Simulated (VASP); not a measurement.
Input of a VASP 6.6.1 run:

The input INCAR:

```
PREC = Accurate ; ENCUT = 600
EDIFF = 1E-6 ; ISMEAR = 0
SIGMA = 0.05 ; LREAL = F
LASPH = T ; NELM = 60
ALGO = Normal ; ISIF = 4
LWAVE = F ; LCHARG = F
GGA = PE ; IBRION = 2
NSW = 60 ; EDIFFG = -0.01
```

Contents of KPOINTS:

```
Automatic mesh
0
Gamma
  6 6 8
```

Contents of POSCAR:

```
PbSe
1.0
    5.2975942940      0.0000000000      0.0000000000
    0.0000000000      5.2975942940      0.0000000000
    0.0000000000      0.0000000000      4.1321488924
Pb Se
2 2
Direct
    0.5000000000      0.0000000000      0.3266571802
    0.0000000000      0.5000000000      0.6733428198
    0.0000000000      0.0000000000      0.0000000000
    0.5000000000      0.5000000000      0.0000000000
```

Potentials or basis: VASP PAW PBE potentials, release 64 (Pb_d, Se).

Run with:

```bash
$ cat potpaw_PBE.64/Pb_d/POTCAR potpaw_PBE.64/Se/POTCAR > POTCAR
$ mpirun -np 1 vasp_std > vasp.out
```

Question: Estimate the band gap on the k mesh.

Answer: 0.33 eV (least direct gap 0.77 eV).

Final structure:
```yaml
crystal:
  lattice:
    - [5.32032, 0.00000, 0.00000]
    - [0.00000, 5.32032, 0.00000]
    - [0.00000, 0.00000, 4.09692]
  atoms:
    - { symbol: Pb, position: [0.50000, 0.00000, 0.33542] }
    - { symbol: Pb, position: [0.00000, 0.50000, 0.66458] }
    - { symbol: Se, position: [0.00000, 0.00000, 0.00000] }
    - { symbol: Se, position: [0.50000, 0.50000, 0.00000] }
```

Caveat: spin-orbit coupling is left out, which moves the levels of the heavy elements. A k mesh can miss the band edges.
